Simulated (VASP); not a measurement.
The system is K3TaO3.

```
K Ta O
1.0
     8.04000    0.00000    0.00000
    -4.02000    6.96284    0.00000
     0.00000    0.00000    5.20000
K Ta O
6 2 6
Direct
  0.00000 0.62000 0.25000
  0.38000 0.00000 0.75000
  0.38000 0.38000 0.25000
  0.62000 0.62000 0.75000
  0.00000 0.38000 0.75000
  0.62000 0.00000 0.25000
  0.00000 0.00000 0.00000
  0.00000 0.00000 0.50000
  0.79800 0.00000 0.75000
  0.20200 0.20200 0.75000
  0.79800 0.79800 0.25000
  0.00000 0.20200 0.25000
  0.20200 0.00000 0.25000
  0.00000 0.79800 0.75000
```

```yaml
Program: VASP 6.6.1
Task: relaxation of cell and atoms
Functional: PBE
Potentials_or_basis: VASP PAW PBE potentials, release 64 (K_sv, Ta_pv, O)
Cutoff: 600 eV
k_mesh: 2 × 2 × 3
Occupations: gaussian, width 0.15 eV
Spin: no spin polarisation
```

At the start: pressure 4.4 GPa; volume 20.79 Å³/atom.

Task: How do energy, volume and symmetry change on relaxing?

Result: Over 22 steps the energy falls by 101.9 meV/atom and the volume is 29.95 Å³/atom (+44.0 %); space group P6_3/mcm (No. 193, to 0.1 Å) before and after.

Step by step:
```csv
step,energy change (eV),largest force (eV/Å),pressure (GPa),volume (Å³)
1,0.0000,0.3269,4.42,291.10
2,-0.1831,1.1430,-1.84,315.92
3,-0.2389,0.7522,-0.01,307.39
4,-0.3887,0.5359,0.24,313.39
5,-0.5206,0.4144,1.02,325.03
6,-0.6457,0.4271,-0.15,339.90
7,-0.7029,0.4337,-1.26,357.47
8,-0.7653,0.4132,-0.89,362.14
9,-0.8544,0.3599,0.01,373.05
10,-0.7186,1.4523,2.04,395.46
11,-0.8623,0.4933,0.48,377.45
12,-0.9554,0.4956,0.40,387.01
13,-1.1408,0.5956,0.27,416.24
14,-0.8636,1.1907,0.19,477.10
15,-1.1540,0.8402,0.60,428.32
16,-1.2260,0.3289,-1.65,441.93
17,-1.2392,0.3103,-1.05,438.02
18,-1.3245,0.2689,-0.69,432.63
19,-1.3877,0.1668,0.14,422.01
20,-1.4242,0.0906,-0.03,419.97
21,-1.4245,0.1044,-0.04,419.76
22,-1.4266,0.0422,0.25,419.24
```

Final structure:
```xyz
14
Lattice="9.6330 0.0000 0.0000 -4.8165 8.3424 0.0000 0.0000 0.0000 5.2169" Properties=species:S:1:pos:R:3 pbc="T T T"
K     6.4243    5.5577    1.3042
K     3.2155    0.0000    3.9127
K     1.6078    2.7847    1.3042
K     3.2087    5.5577    3.9127
K    -1.6078    2.7847    3.9127
K     6.4174    0.0000    1.3042
Ta    0.0000    0.0000    0.0000
Ta    0.0000    0.0000    2.6085
O     8.0292    0.0000    3.9127
O     0.8019    1.3889    3.9127
O     4.0146    6.9535    1.3042
O    -0.8019    1.3889    1.3042
O     1.6038    0.0000    1.3042
O     5.6184    6.9535    3.9127
```

Caveat: the k points lie up to 0.40 Å⁻¹ apart in the final cell, too coarse for converged energies and pressures of a metal; the volume moved by over 15 % at a fixed basis, so the end points are rough; the relaxation stopped at a loose force limit of 0.08 eV/Å, so its end isn't a converged minimum.
